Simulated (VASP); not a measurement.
## HBr: single point with LDA

Crystal: HBr.

```
H Br
1.0
     0.00000    3.45871    3.45873
     1.66602    0.00000    3.45873
     1.66602    3.45871    0.00000
H Br
1 1
Cartesian
  0.0000 0.0000 0.0000
  1.6660 3.4587 3.4587
```

| Quantity | Value |
| --- | --- |
| Program | VASP 6.6.1 |
| Task | single point |
| Functional | LDA |
| Potentials or basis | VASP PAW LDA potentials, release 64 (H, Br) |
| Cutoff | 520 eV |
| k mesh | 10 × 10 × 10 |
| Occupations | gaussian, width 0.01 eV |
| Spin | no spin polarisation |
| Dipole correction | no |
| Further INCAR settings | ALGO = Normal; EDIFF = 1e-07; NBANDS = 11 |

```
Pressure               : 0.0 GPa
Band gap on the k mesh : 0.91 eV (least direct gap 1.26 eV)
```

Stress tensor (GPa, compression positive):
```
 0.12  0.00  0.00
 0.00 -0.04  0.00
 0.00  0.00 -0.04
```

Levels at points of the mesh, in eV from the valence-band top:
```csv
k point,band 1,band 2,band 3,band 4,band 5,band 6,band 7,band 8
"(0.00, 0.00, 0.00)",-14.88,-0.59,-0.25,-0.25,1.58,5.73,9.48,14.35
"(0.50, 0.00, 0.00)",-13.30,-7.53,-0.68,-0.52,6.63,7.86,12.05,12.96
"(0.50, 0.50, 0.00)",-14.58,-2.79,-0.83,0.00,1.26,8.91,10.75,12.94
"(0.50, 0.00, 0.50)",-14.58,-2.79,-0.83,0.00,1.26,8.91,10.75,12.94
"(0.00, 0.50, 0.50)",-14.31,-2.16,-2.16,-1.09,0.91,6.43,14.37,14.37
```

Wall time 39 s on 1 thread of AMD EPYC 9R45 96-Core Processor (Zen 5) (shared host), peak memory 0.17 GiB.

A k mesh can miss the band edges.
